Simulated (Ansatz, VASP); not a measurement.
# One calculation of CuO, two programs

The input INCAR:

```
PREC = Accurate
ENCUT = 820
EDIFF = 1E-6
ISMEAR = -1
SIGMA = 0.05
LREAL = False
LASPH = True
NELM = 200
ALGO = Normal
ISIF = 2
LWAVE = False
LCHARG = False
LMAXMIX = 4
LDAU = True
LDAUTYPE = 2
LDAUL = 2 -1
LDAUU = 8 0
LDAUJ = 0 0
LDAUPRINT = 1
GGA = PS
NBANDS = 33
GGA_COMPAT = False
```

File KPOINTS:

```
regular mesh
0
Gamma
  10 10 5
```

The input POSCAR:

```
CuO
1.0
    2.3446500000     -1.7134000000      0.0000000000
    2.3446500000      1.7134000000      0.0000000000
   -0.8605543552      0.0000000000      5.0594363927
Cu O
2 2
Direct
    0.4968000000      0.0032000000      0.5000000000
    0.0032000000      0.4968000000      0.0000000000
    0.4056000000      0.5714000000      0.7537000000
    0.5714000000      0.4056000000      0.2537000000
```

The input input.yaml:

```yaml
crystal:
  lattice:
    - [2.34465, -1.7134, 0.0]
    - [2.34465, 1.7134, 0.0]
    - [-0.8605543552, 0.0, 5.0594363927]
  atoms:
    - { symbol: Cu, position: [0.4968, 0.0032, 0.5] }
    - { symbol: Cu, position: [0.0032, 0.4968, 0.0] }
    - { symbol: O, position: [0.4056, 0.5714, 0.7537] }
    - { symbol: O, position: [0.5714, 0.4056, 0.2537] }
hamiltonian:
  xc: pbesol
  pseudopotentials: { kind: paw }
  hubbard: { sites: [{ species: Cu, l: d, u_eff: 8.0 }] }
kpoints:
  mp_grid: { grid: [10, 10, 5] }
  band_path:
    path:
      - [[0.0, 0.0, 0.0], [-0.5, -0.5, 0.0], [-0.5249462874, -0.5249462874, 0.3256415493], [-0.5, -0.5, 0.5], [-0.6336780905, -0.3663219095, 0.5]]
      - [[-0.3663219095, 0.3663219095, 0.5], [0.0, 0.0, 0.5], [-0.4750537126, -0.4750537126, 0.6743584507]]
      - [[-0.5, -0.5, 0.0], [-0.6126314136, -0.3873685864, 0.0]]
      - [[-0.3873685864, 0.3873685864, 0.0], [0.0, 0.0, 0.0], [-0.5, 0.0, 0.0]]
      - [[-0.5, 0.0, 0.5], [0.0, 0.0, 0.0]]
    npoints: 14
scf:
  occupations: { method: fermi_dirac, width: 0.05 }
  n_extra_bands: 10
output:
  forces: true
  stress: true
  eigenvalues: true
  fatbands: false
```

Alike in both runs: functional PBEsol; k mesh 10 × 10 × 5; occupations fermi-dirac, width 0.05 eV; no spin polarisation; Hubbard terms Cu d U = 8.0 eV.

|  | VASP | Ansatz |
| --- | --- | --- |
| version | VASP 6.6.1 | Ansatz 0.2.0 |
| potentials or method | VASP PAW PBE potentials, release 64 (Cu_sv_GW, O) | Ansatz PAW |
| plane-wave cutoff (eV) | 820 | 420 |
| valence electrons in the cell | 50 | 50 |
| task | single point | band structure |

```tsv
	VASP	Ansatz	Ansatz less VASP
gap on the k mesh at the Fermi level (eV)	none	none	-
pressure (GPa)	-4.9	1.8	+6.66
traceless stress, the component that is largest in VASP (GPa)	-1.53	-0.80	+0.722
rms of the force components (eV/Å)	0.385	0.462	+0.0778
```

VASP's potentials were made for PBE, not for PBEsol. The programs project onto different local orbitals, so the same U acts differently, and such runs can settle in different states. Atom by atom the forces differ by 0.087 eV/Å (rms over components). A gap of «none» marks a metal or a gap that the smearing closes.
